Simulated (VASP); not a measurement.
Input of a VASP 6.6.1 run:

File INCAR:

```
SYSTEM = WC
ALGO     = Normal         ! electronic algorithm
EDIFF    = 1E-6           ! SCF threshold, eV
EDIFFG   = -0.02          ! ionic threshold
ENCUT    = 600            ! plane-wave cutoff, eV
GGA      = PS             ! functional
IBRION   = 2              ! ionic algorithm
ISIF     = 3              ! what is computed and relaxed
ISMEAR   = -1             ! smearing method
LASPH    = .TRUE.         ! aspherical terms in the spheres
LCHARG   = .FALSE.        ! write CHGCAR
LREAL    = .FALSE.        ! projectors in reciprocal space
LWAVE    = .FALSE.        ! write WAVECAR
NELM     = 60             ! most SCF steps
NSW      = 80             ! ionic steps
PREC     = Accurate       ! precision mode
PSTRESS  = 300.0        
SIGMA    = 0.05           ! smearing width, eV
```

KPOINTS

```
k-points
0
G
  10 10 10
  0 0 0
```

The input POSCAR:

```
WC
1.0
    0.0000000000      2.1926840000      2.1926840000
    2.1926840000      0.0000000000      2.1926840000
    2.1926840000      2.1926840000      0.0000000000
W C
1 1
Direct
    0.0000000000      0.0000000000      0.0000000000
    0.5000000000      0.5000000000      0.5000000000
```

Potentials or basis: VASP PAW PBE potentials, release 64 (W_sv, C).

The run is started by

```console
$ cat potpaw_PBE.64/W_sv/POTCAR potpaw_PBE.64/C/POTCAR > POTCAR
$ mpirun -np 1 vasp_std > vasp.out
```

Predict the space group after relaxing (to 0.05 Å).

Fm-3m (No. 225).

Estimate the relaxed volume.

9.62 Å³/atom.

Predict the relaxed cell.

a = 3.007 Å, b = 3.007 Å, c = 3.007 Å, α = 60.00°, β = 60.00°, γ = 60.00°.

Final structure:
```cif
data_structure
_symmetry_space_group_name_H-M 'P 1'
_symmetry_Int_Tables_number 1
_cell_length_a 3.0073
_cell_length_b 3.0073
_cell_length_c 3.0073
_cell_angle_alpha 60.000
_cell_angle_beta 60.000
_cell_angle_gamma 60.000
_cell_volume 19.23
loop_
_atom_site_label
_atom_site_type_symbol
_atom_site_fract_x
_atom_site_fract_y
_atom_site_fract_z
_atom_site_occupancy
W1 W 0.00000 0.00000 0.00000 1
C1 C 0.50000 0.50000 0.50000 1
```

Caveat: the cell is relaxed towards a set pressure, so the enthalpy falls and the energy may rise; the PAW data sets were made with another functional, which shifts forces and pressure a little.
